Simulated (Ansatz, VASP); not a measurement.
## W: VASP beside Ansatz

```
W
1.0
    -1.67717    1.67717    1.51744
     1.67717   -1.67717    1.51744
     1.67717    1.67717   -1.51744
W
1
Direct
  0.00000 0.00000 0.00000
```

Alike in both runs: task single point; functional PBEsol; k mesh 20 × 20 × 20; occupations tetrahedron; no spin polarisation.

|  | VASP | Ansatz |
| --- | --- | --- |
| version | VASP 6.6.1 | Ansatz 0.2.0 |
| potentials or method | VASP PAW PBE potentials, release 64 (W_sv), cutoff 520 eV | scalar-relativistic, plane waves, PAW |
| valence electrons in the cell | 14 | 14 |

```tsv
	VASP	Ansatz	Ansatz less VASP
gap on the k mesh at the Fermi level (eV)	none	none	-
pressure (GPa)	-21.0	-21.3	-0.31
traceless stress, the component that is largest in VASP (GPa)	18.22	18.14	-0.081
```

VASP's potentials were made for PBE, not for PBEsol. A gap of «none» marks a metal or a gap that the smearing closes. Ansatz's warnings: band table not solved further, tetrahedron derivatives may miss energy slope.

Spin-orbit coupling is off throughout.
